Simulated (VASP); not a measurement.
# WS2 (P6_3/mmc) in VASP: further runs

WS2 is run at these levels: PBEsol; tasks: single point.

Program: VASP 6.6.1. These are calculated values, not measurements. Logs are shortened: lines on timing, memory, paths and dates and some standing lists are left out, and cuts for length are marked.

## (1) The cell of the first run

The structure is hexagonal, space group P6_3/mmc (No. 194). Conventional cell: a = 3.146 Å, b = 3.146 Å, c = 12.692 Å, α = 90.00°, β = 90.00°, γ = 120.00°. Within 3.2 Å of W (site symmetry -6m2) lie 6 S at 2.40 Å and 6 W at 3.15 Å. Within 3.2 Å of S (site symmetry 3m) lie 3 W at 2.40 Å and 7 S at 3.14 to 3.15 Å.

## (2) Single point, PBEsol

Input file INCAR:

```
  PREC = Accurate
  ENCUT = 520
  EDIFF = 1E-6
  ISMEAR = 0
  SIGMA = 0.05
  LREAL = False
  LASPH = True
  NELM = 100
  ALGO = Normal
  ISIF = 2
  LWAVE = False
  LCHARG = False
  GGA = PS
  NBANDS = 35
```

Input file KPOINTS:

```
Automatic mesh
0
Gamma
  12 12 2
```

Input file POSCAR:

```
WS2
1.0
    3.1461313830      0.0000000000      0.0000000000
   -1.5730656915      2.7246297013      0.0000000000
    0.0000000000      0.0000000000     12.6917301513
W S
2 4
Direct
    0.3333333333      0.6666666667      0.2500000000
    0.6666666667      0.3333333333      0.7500000000
    0.3333333333      0.6666666667      0.6264891040
    0.6666666667      0.3333333333      0.1264891040
    0.3333333333      0.6666666667      0.8735108960
    0.6666666667      0.3333333333      0.3735108960
```

Potentials or basis: VASP PAW PBE potentials, release 64 (W_sv, S).

Launch:

```bash
cat potpaw_PBE.64/W_sv/POTCAR potpaw_PBE.64/S/POTCAR > POTCAR
mpirun -np 1 vasp_std > vasp.out
```

OUTCAR:

```text
PREC = Accurate
   ENCUT = 520
   EDIFF = 1E-6
   ISMEAR = 0
   LREAL = False
   LASPH = True
   NELM = 100
   ISIF = 2
   GGA = PS

 ion  position               nearest neighbor table
   1  0.333  0.667  0.250-   4 2.40   6 2.40   4 2.40   6 2.40   4 2.40   6 2.40
   2  0.667  0.333  0.750-   3 2.40   5 2.40   3 2.40   5 2.40   3 2.40   5 2.40
   3  0.333  0.667  0.626-   2 2.40   2 2.40   2 2.40
   4  0.667  0.333  0.126-   1 2.40   1 2.40   1 2.40
   5  0.333  0.667  0.874-   2 2.40   2 2.40   2 2.40
   6  0.667  0.333  0.374-   1 2.40   1 2.40   1 2.40

  LATTYP: Found a hexagonal cell.
 ALAT       =     3.1461313830
 C/A-ratio  =     4.0340750612

  Lattice vectors:

 A1 = (   3.1461313830,   0.0000000000,   0.0000000000)
 A2 = (  -1.5730656915,   2.7246297013,   0.0000000000)
 A3 = (   0.0000000000,   0.0000000000,  12.6917301513)

Analysis of symmetry for initial positions (statically):
=====================================================================
 Subroutine PRICEL returns:
 Original cell was already a primitive cell.

 Routine SETGRP: Setting up the symmetry group for a
 hexagonal supercell.

 Subroutine GETGRP returns: Found 24 space group operations
 (whereof 12 operations were pure point group operations)
 out of a pool of 24 trial point group operations.

The static configuration has the point symmetry D_3d.
 The point group associated with its full space group is D_6h.

Analysis of symmetry for dynamics (positions and initial velocities):
=====================================================================
 Subroutine PRICEL returns:
 Original cell was already a primitive cell.

 Routine SETGRP: Setting up the symmetry group for a
 hexagonal supercell.

 Subroutine GETGRP returns: Found 24 space group operations
 (whereof 12 operations were pure point group operations)
 out of a pool of 24 trial point group operations.

The dynamic configuration has the point symmetry D_3d.
 The point group associated with its full space group is D_6h.

 Subroutine INISYM returns: Found 24 space group operations
 (whereof 12 operations are pure point group operations),
 and found     1 'primitive' translations

----------------------------------------------------------------------------------------

                                     Primitive cell

  volume of cell :     108.7941

  direct lattice vectors                    reciprocal lattice vectors
     3.146131383  0.000000000  0.000000000     0.317850680  0.183511176  0.000000000
    -1.573065692  2.724629701  0.000000000     0.000000000  0.367022352  0.000000000
     0.000000000  0.000000000 12.691730151     0.000000000  0.000000000  0.078791464

  length of vectors
     3.146131383  3.146131383 12.691730151     0.367022352  0.367022352  0.078791464

  position of ions in fractional coordinates (direct lattice)
     0.333333333  0.666666667  0.250000000
     0.666666667  0.333333333  0.750000000
     0.333333333  0.666666667  0.626489104
     0.666666667  0.333333333  0.126489104
     0.333333333  0.666666667  0.873510896
     0.666666667  0.333333333  0.373510896

  ion indices of the primitive-cell ions
   primitive index   ion index
                 1           1
                 2           2
                 3           3
                 4           4
                 5           5
                 6           6

----------------------------------------------------------------------------------------

 KPOINTS: Automatic mesh

Automatic generation of k-mesh.
 Grid dimensions read from file:
 generate k-points for:   12   12    2

 Generating k-lattice:

  Cartesian coordinates                     Fractional coordinates (reciprocal lattice)
     0.026487557  0.015292598  0.000000000     0.083333333 -0.000000000  0.000000000
     0.000000000  0.030585196  0.000000000     0.000000000  0.083333333  0.000000000
     0.000000000  0.000000000  0.039395732     0.000000000  0.000000000  0.500000000

  Length of vectors
     0.030585196  0.030585196  0.039395732

  Shift w.r.t. Gamma in fractional coordinates (k-lattice)
     0.000000000  0.000000000  0.000000000

 Subroutine IBZKPT returns following result:
 ===========================================

 Found     38 irreducible k-points:

 Following reciprocal coordinates:
            Coordinates               Weight
  0.000000  0.000000  0.000000      1.000000
  0.083333  0.000000  0.000000      6.000000
  0.166667  0.000000  0.000000      6.000000
  0.250000  0.000000  0.000000      6.000000
  0.333333  0.000000  0.000000      6.000000
  0.416667  0.000000  0.000000      6.000000
[... 16 lines left out ...]
  0.250000  0.000000  0.500000      6.000000
  0.333333  0.000000  0.500000      6.000000
 [... further k-points ...]
   k-points           NKPTS =     38   k-points in BZ     NKDIM =     38   number of bands    NBANDS=     35
   number of dos      NEDOS =    301   number of ions     NIONS =      6
   total plane-waves  NPLWV =  55296
   dimension x,y,z NGX =    24 NGY =   24 NGZ =   96
   dimension x,y,z NGXF=    48 NGYF=   48 NGZF=  192
   ions per type =               2   4
   NGX,Y,Z   is equivalent  to a cutoff of  12.68, 12.68, 12.57 a.u.
   NGXF,Y,Z  is equivalent  to a cutoff of  25.36, 25.36, 25.15 a.u.
 SYSTEM =  unknown system
   PREC   = accura    normal or accurate (medium, high low for compatibility)
   ISTART =      0    job   : 0-new  1-cont  2-samecut
   ICHARG =      2    charge: 1-file 2-atom 10-const
   ISPIN  =      1    spin polarized calculation?
   LNONCOLLINEAR =      F non collinear calculations
   LSORBIT =      F    spin-orbit coupling
   LASPH  =      T    aspherical Exc in radial PAW
   ENCUT  =  520.0 eV  38.22 Ry    6.18 a.u.   5.85  5.85 23.60*2*pi/ulx,y,z
   NELM   =    100;   NELMIN=  2; NELMDL= -5     # of ELM steps
   EDIFF  = 0.1E-05   stopping-criterion for ELM
   LREAL  =      F    real-space projection
   EDIFFG = 0.1E-04   stopping-criterion for IOM
   NSW    =      0    number of steps for IOM
   IBRION =     -1    ionic relax: 0-MD 1-quasi-New 2-CG
   NFREE  =      0    steps in history (QN), initial steepest desc. (CG)
   ISIF   =      2    stress and relaxation
   ISYM   =      2    0-nonsym 1-usesym 2-fastsym
   POTIM  = 0.5000    time-step for ionic-motion
   TEBEG  =    0.0;   TEEND  =   0.0 temperature during run
   PSTRESS=    0.0 pullay stress
   NELECT =      52.0000    total number of electrons
   NUPDOWN=      -1.0000    fix difference up-down
   EMIN   =  10.00;   EMAX   =-10.00  energy-range for DOS
   EFERMI =   0.00;   METHOD = LEGACY
   ISMEAR =     0;   SIGMA  =   0.05  broadening in eV -4-tet -1-fermi 0-gaus
   EFERMI_NEDOS =   21; number of points for ismear=-14 and -15
   IALGO  =     38    algorithm
   IMIX   =      4    mixing-type and parameters
     AMIX     =   0.40;   BMIX     =  1.00
     AMIX_MAG =   1.60;   BMIX_MAG =  1.00
  volume/ion in A,a.u.               =      18.13       122.36
  Fermi-wavevector in a.u.,A,eV,Ry     =   1.279993  2.418836 22.291537  1.638382
  Thomas-Fermi vector in A             =   2.412446
   LORBIT       =      0    0 simple, 1 ext, 2 COOP (PROOUT), +10 PAW based schemes
   GGA     = PS    functional components
   LHFCALC =     F    Hartree Fock is set to
   AEXX    =    0.0000 exact exchange contribution
   IVDW    =     0    specifies the selected vdW correction
   LEPSILON=     F    determine dielectric tensor
   LRPA    =     F    only Hartree local field effects (RPA)
 non-spin polarized calculation
 Gauss-broadening in eV      SIGMA  =   0.05
  energy-cutoff  :      520.00
  volume of cell :      108.79
 maximum number of plane-waves:      2958
 NGX is ok and might be reduce to    24
   NGX = 11   NGY = 11   NGZ = 47

 number of electron      51.9999990 magnetization

 Free energy of the ion-electron system (eV)
  ---------------------------------------------------
  ext. energy  EPLUGINS =         0.00000000
  ---------------------------------------------------
  free energy    TOTEN  =       -50.55403348 eV

  energy without entropy =      -50.55403348  energy(sigma->0) =      -50.55403348

 E-fermi :   7.2002     XC(G=0): -10.9443

 val. band max:        6.9707624731   @ k =   0.0000   0.0000   0.0000
 cond. band min:       8.0841438628   @ k =   0.1667   0.1667   0.0000
 fundamental gap:      1.1133813896
 Fermi energy:         7.2001750728

 k-point     1 :       0.0000    0.0000    0.0000
  band No.  band energies     occupation
      1     -67.4514      2.00000
      2     -67.4513      2.00000
      3     -31.7294      2.00000
      4     -31.7293      2.00000
      5     -31.5353      2.00000
      6     -31.5353      2.00000
[... 27 lines left out ...]
     34       9.6709      0.00000
     35      11.8252      0.00000

 k-point     2 :       0.0833    0.0000    0.0000
  band No.  band energies     occupation
      1     -67.4500      2.00000
      2     -67.4500      2.00000
      3     -31.7246      2.00000
      4     -31.7246      2.00000
      5     -31.5614      2.00000
      6     -31.5614      2.00000
[... 27 lines left out ...]
     34       9.6782      0.00000
     35      12.3806      0.00000

 k-point     3 :       0.1667    0.0000    0.0000
  band No.  band energies     occupation
      1     -67.4463      2.00000
      2     -67.4463      2.00000
      3     -31.7117      2.00000
      4     -31.7117      2.00000
      5     -31.6322      2.00000
      6     -31.6322      2.00000
[... 27 lines left out ...]
     34      10.2158      0.00000
     35      13.4353      0.00000
[... 723 lines left out ...]
 k-point    23 :       0.2500    0.0000    0.5000
  band No.  band energies     occupation
      1     -67.4413      2.00000
      2     -67.4413      2.00000
      3     -31.7276      2.00000
      4     -31.7276      2.00000
      5     -31.6940      2.00000
      6     -31.6940      2.00000
[... 27 lines left out ...]
     34      10.6897      0.00000
     35      13.7448      0.00000

 k-point    24 :       0.3333    0.0000    0.5000
  band No.  band energies     occupation
      1     -67.4364      2.00000
      2     -67.4364      2.00000
      3     -31.8214      2.00000
      4     -31.8214      2.00000
      5     -31.6762      2.00000
      6     -31.6762      2.00000
[... 27 lines left out ...]
     34      11.0521      0.00000
     35      13.0447      0.00000

 [... further k-points ...]
[... 5 lines left out ...]
  --------------------------------------------------------------------------------------
  -------------------------------------------------------------------------------------
  Total        0.0766780      0.0766780      0.1091055      0.0000000     -0.0000000      0.0000000
  in kB        1.1292134      1.1292134      1.6067638      0.0000000     -0.0000000      0.0000000
  external PRESSURE =       1.2883968 kB  Pullay stress =       0.0000000 kB

 VOLUME and BASIS-vectors are now :
 -----------------------------------------------------------------------------
  energy-cutoff  :      520.00
  volume of cell :      108.79
      direct lattice vectors                 reciprocal lattice vectors
     3.146131383  0.000000000  0.000000000     0.317850680  0.183511176  0.000000000
    -1.573065692  2.724629701  0.000000000     0.000000000  0.367022352  0.000000000
     0.000000000  0.000000000 12.691730151     0.000000000  0.000000000  0.078791464

 POSITION                                       TOTAL-FORCE (eV/Angst)
 -----------------------------------------------------------------------------------
     -0.00000      1.81642      3.17293         0.000000     -0.000000      0.000000
      1.57307      0.90821      9.51880        -0.000000      0.000000      0.000000
     -0.00000      1.81642      7.95123        -0.000000     -0.000000     -0.020826
      1.57307      0.90821      1.60537         0.000000      0.000000     -0.020826
     -0.00000      1.81642     11.08636        -0.000000     -0.000000      0.020826
      1.57307      0.90821      4.74050        -0.000000     -0.000000      0.020826
 -----------------------------------------------------------------------------------
    total drift:                               -0.000000      0.000000     -0.000000

  FREE ENERGIE OF THE ION-ELECTRON SYSTEM (eV)
  ---------------------------------------------------
  free  energy   TOTEN  =       -50.5540334774 eV

  energy  without entropy=      -50.5540334774  energy(sigma->0) =      -50.55403348
```

Wall time 4.6 min (1 thread of AMD EPYC 7R13, shared host); peak memory 0.26 GiB.

Results:

```yaml
Free_energy: -50.5540 eV
Pressure: 0.1 GPa
Largest_force: 0.021 eV/Å
Band_gap_on_the_k_mesh: 1.11 eV, indirect (least direct gap 1.87 eV)
```

Forces in eV/Å, atoms in the order of the input:
```
W    0.000  0.000  0.000
W    0.000  0.000  0.000
S    0.000  0.000 -0.021
S    0.000  0.000 -0.021
S    0.000  0.000  0.021
S    0.000  0.000  0.021
```

Caveat: the PAW data sets were made with another functional, which shifts forces and pressure a little; spin-orbit coupling is left out, which moves the levels of the heavy elements; this functional lacks dispersion, which binds the layers, so the pressure and a relaxed spacing across them are unreliable. As with any semilocal functional, this PBEsol gap is likely too small.

## (3) Single point, PBEsol

Input file INCAR:

```
SYSTEM = WS2
ALGO = Normal ; EDIFF = 1E-6
ENCUT = 520 ; GGA = PS
ISIF = 2 ; ISMEAR = 0
LASPH = .True. ; LCHARG = .False.
LREAL = .False. ; LWAVE = .False.
NBANDS = 35 ; NELM = 60
PREC = Accurate ; SIGMA = 0.05
```

Input file KPOINTS:

```
k-points
0
Gamma
  12 12 2
  0 0 0
```

Input file POSCAR:

```
WS2
1.0
    3.1461313781      0.0000000000      0.0000000000
   -1.5730656891      2.7246296971      0.0000000000
    0.0000000000      0.0000000000     12.6917314098
W S
2 4
Direct
    0.3333333333      0.6666666667      0.2500000000
    0.6666666667      0.3333333333      0.7500000000
    0.3333333333      0.6666666667      0.6264891170
    0.6666666667      0.3333333333      0.1264891170
    0.3333333333      0.6666666667      0.8735108830
    0.6666666667      0.3333333333      0.3735108830
```

Potentials or basis: VASP PAW PBE potentials, release 64 (W_sv, S).

Launch:

```bash
cat potpaw_PBE.64/W_sv/POTCAR potpaw_PBE.64/S/POTCAR > POTCAR
mpirun -np 1 vasp_std > vasp.out
```

It took 4.8 min on 1 thread of AMD EPYC 7R13, shared host; peak memory 0.26 GiB.

Results (log left out):

* Free energy: -50.5540 eV
* Pressure: 0.1 GPa
* Largest force: 0.021 eV/Å
* Band gap on the k mesh: 1.11 eV, indirect (least direct gap 1.87 eV)

Forces in eV/Å, atoms in the order of the input:
```
W    0.000  0.000  0.000
W    0.000  0.000  0.000
S    0.000  0.000 -0.021
S    0.000  0.000 -0.021
S    0.000  0.000  0.021
S    0.000  0.000  0.021
```

Levels at points of the mesh, in eV from the valence-band top:
```
           k point  band 24  band 25  band 26  band 27  band 28  band 29
(0.00, 0.00, 0.00)    -1.64    -1.12     0.00     2.46     2.46     2.47
(0.50, 0.00, 0.00)    -1.64    -1.57    -1.45     2.47     2.50     2.75
(0.00, 0.00, 0.50)    -2.09    -0.33    -0.33     2.46     2.46     2.46
(0.50, 0.00, 0.50)    -1.71    -1.50    -1.50     2.49     2.49     2.91
```

Caveat: the PAW data sets were made with another functional, which shifts forces and pressure a little; spin-orbit coupling is left out, which moves the levels of the heavy elements; this functional lacks dispersion, which binds the layers, so the pressure and a relaxed spacing across them are unreliable.
